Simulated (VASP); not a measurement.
# Sb (I4/mmm) in VASP: notebook

The runs below take Sb through single point, with PBE+D3(BJ).

All numbers are computed with VASP 6.6.1; they aren't measurements. Logs are shortened: lines on timing, memory, paths and dates and some standing lists are left out, and cuts for length are marked.

## Step 1: The cell of the first run

The structure is tetragonal, space group I4/mmm (No. 139). Conventional cell: a = 3.353 Å, b = 3.353 Å, c = 4.648 Å, α = 90.00°, β = 90.00°, γ = 90.00°. Within 4.4 Å of Sb (site symmetry 4/mmm) lie 12 Sb at 3.32 to 3.35 Å.

## Step 2: Single point, PBE+D3(BJ) (strain -0.0200 x Voigt [0, 1, 0, 0, 0, 0])

The input, INCAR:

```
SYSTEM = Sb
PREC     = Accurate       ! precision mode
ENCUT    = 520            ! plane-wave cutoff, eV
EDIFF    = 1E-6           ! SCF threshold, eV
ISMEAR   = 0              ! smearing method
SIGMA    = 0.15           ! smearing width, eV
LREAL    = .False.        ! projectors in reciprocal space
LASPH    = .True.         ! aspherical terms in the spheres
NELM     = 80             ! most SCF steps
ALGO     = Normal         ! electronic algorithm
ISIF     = 2              ! what is computed and relaxed
LWAVE    = .False.        ! write WAVECAR
LCHARG   = .True.         ! write CHGCAR
GGA      = PE             ! functional
IVDW     = 12             ! dispersion correction
LELF     = .True.         ! ELF
LVHAR    = .True.       
NBANDS   = 8              ! bands
```

The input, KPOINTS:

```
Automatic mesh
0
Gamma
  18 18 18
  0 0 0
```

The input, POSCAR:

```
Sb
1.0
    0.0000000000      2.3238176712      2.3712425216
    2.3712425216      0.0000000000      2.3712425216
    2.3712425216      2.3238176712      0.0000000000
Sb
1
Direct
    0.0000000000      0.0000000000      0.0000000000
```

Potentials or basis: VASP PAW PBE potentials, release 64 (Sb).

On the command line:

```bash
$ cat potpaw_PBE.64/Sb/POTCAR > POTCAR
$ mpirun -np 1 vasp_std > vasp.out
```

OUTCAR:

```text
SYSTEM = Sb
   PREC = Accurate
   ENCUT = 520
   EDIFF = 1E-6
   ISMEAR = 0
   LREAL = .False.
   LASPH = .True.
   NELM = 80
   ISIF = 2
   GGA = PE
   IVDW = 12
 IVDW          = 12

 ion  position               nearest neighbor table
   1  0.000  0.000  0.000-

  LATTYP: Found a body centered tetragonal cell.
 ALAT       =     3.3534433337
 C/A-ratio  =     1.3859292911

  Lattice vectors:

 A1 = (   0.0000000000,  -2.3238176712,   2.3712425216)
 A2 = (   0.0000000000,  -2.3238176712,  -2.3712425216)
 A3 = (   2.3712425216,   2.3238176712,   0.0000000000)

Analysis of symmetry for initial positions (statically):
=====================================================================
 Subroutine PRICEL returns:
 Original cell was already a primitive cell.

 Routine SETGRP: Setting up the symmetry group for a
 body centered tetragonal supercell.

 Subroutine GETGRP returns: Found 16 space group operations
 (whereof 16 operations were pure point group operations)
 out of a pool of 16 trial point group operations.

The static configuration has the point symmetry D_4h.

Analysis of symmetry for dynamics (positions and initial velocities):
=====================================================================
 Subroutine PRICEL returns:
 Original cell was already a primitive cell.

 Routine SETGRP: Setting up the symmetry group for a
 body centered tetragonal supercell.

 Subroutine GETGRP returns: Found 16 space group operations
 (whereof 16 operations were pure point group operations)
 out of a pool of 16 trial point group operations.

The dynamic configuration has the point symmetry D_4h.

 Subroutine INISYM returns: Found 16 space group operations
 (whereof 16 operations are pure point group operations),
 and found     1 'primitive' translations

----------------------------------------------------------------------------------------

                                     Primitive cell

  volume of cell :      26.1327

  direct lattice vectors                    reciprocal lattice vectors
     0.000000000  2.323817671  2.371242522    -0.210859916  0.215163180  0.210859916
     2.371242522  0.000000000  2.371242522     0.210859916 -0.215163180  0.210859916
     2.371242522  2.323817671  0.000000000     0.210859916  0.215163180 -0.210859916

  length of vectors
     3.320078262  3.353443334  3.320078262     0.367721366  0.367721366  0.367721366

  position of ions in fractional coordinates (direct lattice)
     0.000000000  0.000000000  0.000000000

  ion indices of the primitive-cell ions
   primitive index   ion index
                 1           1

----------------------------------------------------------------------------------------

 KPOINTS: Automatic mesh

Automatic generation of k-mesh.
 Grid dimensions read from file:
 generate k-points for:   18   18   18

 Generating k-lattice:

  Cartesian coordinates                     Fractional coordinates (reciprocal lattice)
    -0.011714440  0.011953510  0.011714440     0.055555556  0.000000000 -0.000000000
     0.011714440 -0.011953510  0.011714440     0.000000000  0.055555556  0.000000000
     0.011714440  0.011953510 -0.011714440    -0.000000000  0.000000000  0.055555556

  Length of vectors
     0.020428965  0.020428965  0.020428965

  Shift w.r.t. Gamma in fractional coordinates (k-lattice)
     0.000000000  0.000000000  0.000000000

 Subroutine IBZKPT returns following result:
 ===========================================

 Found    480 irreducible k-points:

 Following reciprocal coordinates:
            Coordinates               Weight
  0.000000  0.000000  0.000000      1.000000
  0.055556  0.000000 -0.000000      8.000000
  0.111111  0.000000 -0.000000      8.000000
  0.166667  0.000000 -0.000000      8.000000
  0.222222  0.000000 -0.000000      8.000000
  0.277778  0.000000 -0.000000      8.000000
[... 16 lines left out ...]
 -0.277778  0.055556  0.000000     16.000000
 -0.222222  0.055556  0.000000     16.000000
 [... further k-points ...]
   k-points           NKPTS =    480   k-points in BZ     NKDIM =    480   number of bands    NBANDS=      8
   number of dos      NEDOS =    301   number of ions     NIONS =      1
   total plane-waves  NPLWV =  21952
   dimension x,y,z NGX =    28 NGY =   28 NGZ =   28
   dimension x,y,z NGXF=    56 NGYF=   56 NGZF=   56
   ions per type =               1
   NGX,Y,Z   is equivalent  to a cutoff of  14.02, 13.88, 14.02 a.u.
   NGXF,Y,Z  is equivalent  to a cutoff of  28.04, 27.76, 28.04 a.u.
 SYSTEM =  Sb
   PREC   = accura    normal or accurate (medium, high low for compatibility)
   ISTART =      0    job   : 0-new  1-cont  2-samecut
   ICHARG =      2    charge: 1-file 2-atom 10-const
   ISPIN  =      1    spin polarized calculation?
   LNONCOLLINEAR =      F non collinear calculations
   LSORBIT =      F    spin-orbit coupling
   LASPH  =      T    aspherical Exc in radial PAW
   ENCUT  =  520.0 eV  38.22 Ry    6.18 a.u.   6.17  6.24  6.17*2*pi/ulx,y,z
   NELM   =     80;   NELMIN=  2; NELMDL= -5     # of ELM steps
   EDIFF  = 0.1E-05   stopping-criterion for ELM
   LREAL  =      F    real-space projection
   EDIFFG = 0.1E-04   stopping-criterion for IOM
   NSW    =      0    number of steps for IOM
   IBRION =     -1    ionic relax: 0-MD 1-quasi-New 2-CG
   NFREE  =      0    steps in history (QN), initial steepest desc. (CG)
   ISIF   =      2    stress and relaxation
   ISYM   =      2    0-nonsym 1-usesym 2-fastsym
   POTIM  = 0.5000    time-step for ionic-motion
   TEBEG  =    0.0;   TEEND  =   0.0 temperature during run
   PSTRESS=    0.0 pullay stress
   NELECT =       5.0000    total number of electrons
   NUPDOWN=      -1.0000    fix difference up-down
   EMIN   =  10.00;   EMAX   =-10.00  energy-range for DOS
   EFERMI =   0.00;   METHOD = LEGACY
   ISMEAR =     0;   SIGMA  =   0.15  broadening in eV -4-tet -1-fermi 0-gaus
   EFERMI_NEDOS =   21; number of points for ismear=-14 and -15
   IALGO  =     38    algorithm
   IMIX   =      4    mixing-type and parameters
     AMIX     =   0.40;   BMIX     =  1.00
     AMIX_MAG =   1.60;   BMIX_MAG =  1.00
  volume/ion in A,a.u.               =      26.13       176.35
  Fermi-wavevector in a.u.,A,eV,Ry     =   0.943344  1.782662 12.107800  0.889898
  Thomas-Fermi vector in A             =   2.071042
   LORBIT       =      0    0 simple, 1 ext, 2 COOP (PROOUT), +10 PAW based schemes
   GGA     = PE    functional components
   LHFCALC =     F    Hartree Fock is set to
   AEXX    =    0.0000 exact exchange contribution
   IVDW    =    12    specifies the selected vdW correction
   LEPSILON=     F    determine dielectric tensor
   LRPA    =     F    only Hartree local field effects (RPA)
 non-spin polarized calculation
 Gauss-broadening in eV      SIGMA  =   0.15
  energy-cutoff  :      520.00
  volume of cell :       26.13
 maximum number of plane-waves:       725
 NGX is ok and might be reduce to    28
   NGX = 13   NGY = 13   NGZ = 13

 number of electron       5.0000000 magnetization

 Free energy of the ion-electron system (eV)
  ---------------------------------------------------
  ext. energy  EPLUGINS =         0.00000000
  ---------------------------------------------------
  free energy    TOTEN  =        -3.81479467 eV

  energy without entropy =       -3.80765240  energy(sigma->0) =       -3.81122353

 E-fermi :   8.9557     XC(G=0): -10.3656

 val. band max:        8.9525707856   @ k =  -0.2222   0.3889   0.1667
 cond. band min:       8.9557782020   @ k =   0.5000   0.3889   0.1111
 fundamental gap:      0.0032074164
 Fermi energy:         8.9556846229

 k-point     1 :       0.0000    0.0000    0.0000
  band No.  band energies     occupation
      1      -4.2431      2.00000
      2      14.4539      0.00000
      3      14.4697      0.00000
      4      14.4697      0.00000
      5      18.9333      0.00000
      6      18.9333      0.00000
      7      19.0627      0.00000
      8      19.1650      0.00000

 k-point     2 :       0.0556    0.0000   -0.0000
  band No.  band energies     occupation
      1      -4.1802      2.00000
      2      13.8218      0.00000
      3      14.3717      0.00000
      4      14.3791      0.00000
      5      18.2690      0.00000
      6      19.0811      0.00000
      7      19.1577      0.00000
      8      20.3188      0.00000

 k-point     3 :       0.1111    0.0000   -0.0000
  band No.  band energies     occupation
      1      -3.9918      2.00000
      2      12.3721      0.00000
      3      14.1185      0.00000
      4      14.1696      0.00000
      5      17.8310      0.00000
      6      19.4424      0.00000
      7      19.5191      0.00000
      8      21.4550      0.00000

 k-point     4 :       0.1667    0.0000   -0.0000
  band No.  band energies     occupation
      1      -3.6791      2.00000
      2      10.6750      0.00000
      3      13.7901      0.00000
      4      13.8957      0.00000
      5      17.5367      0.00000
      6      19.7025      0.00000
      7      19.8735      0.00000
      8      21.3768      0.00000

 k-point     5 :       0.2222    0.0000   -0.0000
  band No.  band energies     occupation
      1      -3.2448      2.00000
      2       8.9581      0.98203
      3      13.4509      0.00000
      4      13.6124      0.00000
      5      17.3319      0.00000
      6      19.4473      0.00000
      7      19.7493      0.00000
      8      21.0437      0.00000

 k-point     6 :       0.2778    0.0000   -0.0000
  band No.  band energies     occupation
      1      -2.6951      2.00000
      2       7.3107      2.00000
      3      13.1410      0.00000
      4      13.3544      0.00000
      5      17.2080      0.00000
      6      18.9716      0.00000
      7      19.2922      0.00000
      8      20.3276      0.00000

 k-point     7 :       0.3333    0.0000   -0.0000
  band No.  band energies     occupation
      1      -2.0436      2.00000
      2       5.7833      2.00000
      3      12.8835      0.00000
      4      13.1417      0.00000
      5      17.1593      0.00000
      6      18.5352      0.00000
      7      18.8510      0.00000
      8      19.6701      0.00000
[... 133 lines left out ...]
 k-point    20 :      -0.4444    0.0556    0.0000
  band No.  band energies     occupation
      1      -0.4226      2.00000
      2       3.1759      2.00000
      3      11.9815      0.00000
      4      12.7588      0.00000
      5      17.3454      0.00000
      6      17.6508      0.00000
      7      18.4014      0.00000
      8      19.6886      0.00000

 k-point    21 :      -0.3889    0.0556    0.0000
  band No.  band energies     occupation
      1      -1.0278      2.00000
      2       4.0774      2.00000
      3      11.9543      0.00000
      4      12.9782      0.00000
      5      17.5650      0.00000
      6      17.6711      0.00000
      7      18.4456      0.00000
      8      19.9345      0.00000

 k-point    22 :      -0.3333    0.0556    0.0000
  band No.  band energies     occupation
      1      -1.7490      2.00000
      2       5.3466      2.00000
      3      12.0174      0.00000
      4      13.2561      0.00000
      5      17.5427      0.00000
      6      18.0710      0.00000
      7      18.6462      0.00000
      8      20.3352      0.00000

 k-point    23 :      -0.2778    0.0556    0.0000
  band No.  band energies     occupation
      1      -2.4282      2.00000
      2       6.8164      2.00000
      3      12.1726      0.00000
      4      13.5721      0.00000
      5      17.5616      0.00000
      6      18.5480      0.00000
      7      19.0226      0.00000
      8      20.8367      0.00000

 k-point    24 :      -0.2222    0.0556    0.0000
  band No.  band energies     occupation
      1      -3.0144      2.00000
      2       8.4192      2.00000
      3      12.4177      0.00000
      4      13.8996      0.00000
      5      17.6314      0.00000
      6      19.0589      0.00000
      7      19.5376      0.00000
      8      21.2420      0.00000

 [... further k-points ...]

------------------------ aborting loop because EDIFF is reached ----------------------------------------

 Edisp (eV)   -0.54047

 E8    (eV) :    -0.2494

  FORCE on cell =-STRESS in cart. coord.  units (eV):
  Direction    XX          YY          ZZ          XY          YZ          ZX
  --------------------------------------------------------------------------------------
  -------------------------------------------------------------------------------------
  Total      -0.00223    -0.06281    -0.00223     0.00000     0.00000     0.00000
  in kB      -0.13675    -3.85101    -0.13675     0.00000     0.00000     0.00000
  external pressure =       -1.37 kB  Pullay stress =        0.00 kB

 VOLUME and BASIS-vectors are now :
 -----------------------------------------------------------------------------
  energy-cutoff  :      520.00
  volume of cell :       26.13
      direct lattice vectors                 reciprocal lattice vectors
     0.000000000  2.323817671  2.371242522    -0.210859916  0.215163180  0.210859916
     2.371242522  0.000000000  2.371242522     0.210859916 -0.215163180  0.210859916
     2.371242522  2.323817671  0.000000000     0.210859916  0.215163180 -0.210859916

 POSITION                                       TOTAL-FORCE (eV/Angst)
 -----------------------------------------------------------------------------------
      0.00000      0.00000      0.00000         0.000000      0.000000     -0.000000
 -----------------------------------------------------------------------------------
    total drift:                                0.000000      0.000000      0.000000

  FREE ENERGIE OF THE ION-ELECTRON SYSTEM (eV)
  ---------------------------------------------------
  free  energy   TOTEN  =        -4.3552683088 eV

  energy  without entropy=       -4.3481260442  energy(sigma->0) =       -4.35169718
```

It took 33 s on 1 thread of Intel Xeon 6975P-C (Granite Rapids), shared host; peak memory 0.24 GiB.

What came out:

| Item | Value |
| --- | --- |
| Free energy | -4.3553 eV |
| Pressure | -0.1 GPa |
| Dispersion energy per atom | -0.540 eV |

Levels at points of the mesh, in eV from the Fermi level:
| k point | band 1 | band 2 | band 3 | band 4 | band 5 | band 6 |
| --- | --- | --- | --- | --- | --- | --- |
| (0.00, 0.00, 0.00) | -13.20 | 5.50 | 5.51 | 5.51 | 9.98 | 9.98 |
| (0.50, 0.00, 0.00) | -9.28 | -6.05 | 3.58 | 3.90 | 8.28 | 8.98 |
| (0.50, 0.50, 0.00) | -7.65 | -5.17 | 0.36 | 0.52 | 4.23 | 4.62 |
| (0.50, 0.00, 0.50) | -7.38 | -5.01 | 0.18 | 0.18 | 3.96 | 4.43 |

Caveat: the cell differs from its parent crystal (strain -0.0200 x Voigt [0, 1, 0, 0, 0, 0]); spin-orbit coupling is left out, which moves the levels of the heavy elements; pairwise dispersion overbinds metals, which lowers pressure and volume.

## Step 3: Single point, PBE+D3(BJ) (strain -0.0150 x Voigt [0, 1, 0, 0, 0, 0])

The input, INCAR:

```
PREC = Accurate ; ENCUT = 520
EDIFF = 1E-7 ; ISMEAR = 0
SIGMA = 0.15 ; LREAL = F
LASPH = T ; NELM = 100
ALGO = Normal ; ISIF = 2
LWAVE = F ; LCHARG = F
GGA = PE ; IVDW = 12
NBANDS = 8
```

The input, KPOINTS:

```
regular mesh
0
Gamma
  18 18 18
```

The input, POSCAR:

```
Sb
1.0
    0.0000000000      2.3356738838      2.3712425216
    2.3712425216      0.0000000000      2.3712425216
    2.3712425216      2.3356738838      0.0000000000
Sb
1
Direct
    0.0000000000      0.0000000000      0.0000000000
```

Potentials or basis: VASP PAW PBE potentials, release 64 (Sb).

On the command line:

```bash
$ cat potpaw_PBE.64/Sb/POTCAR > POTCAR
$ mpirun -np 1 vasp_std > vasp.out
```

Run time: 41 s. Hardware: 1 thread of Intel Xeon 6975P-C (Granite Rapids), shared host; peak memory 0.24 GiB.

Results (log left out):

| Property | Result |
| --- | --- |
| Free energy | -4.3548 eV |
| Pressure | -0.5 GPa |
| Dispersion energy per atom | -0.538 eV |

Stress tensor (GPa, compression positive):
```
-0.38  0.00  0.00
 0.00 -0.65  0.00
 0.00  0.00 -0.38
```

Levels at points of the mesh, in eV from the Fermi level:
| k point | band 1 | band 2 | band 3 | band 4 | band 5 | band 6 | band 7 |
| --- | --- | --- | --- | --- | --- | --- | --- |
| (0.00, 0.00, 0.00) | -13.16 | 5.46 | 5.47 | 5.47 | 9.97 | 9.97 | 10.07 |
| (0.50, 0.00, 0.00) | -9.27 | -6.01 | 3.59 | 3.84 | 8.27 | 9.00 | 9.27 |
| (0.50, 0.50, 0.00) | -7.64 | -5.13 | 0.36 | 0.47 | 4.20 | 4.61 | 17.67 |
| (0.50, 0.00, 0.50) | -7.44 | -5.01 | 0.22 | 0.22 | 4.00 | 4.47 | 17.62 |

Caveat: the cell differs from its parent crystal (strain -0.0150 x Voigt [0, 1, 0, 0, 0, 0]); spin-orbit coupling is left out, which moves the levels of the heavy elements; pairwise dispersion overbinds metals, which lowers pressure and volume.

[end of part 1 of 2]
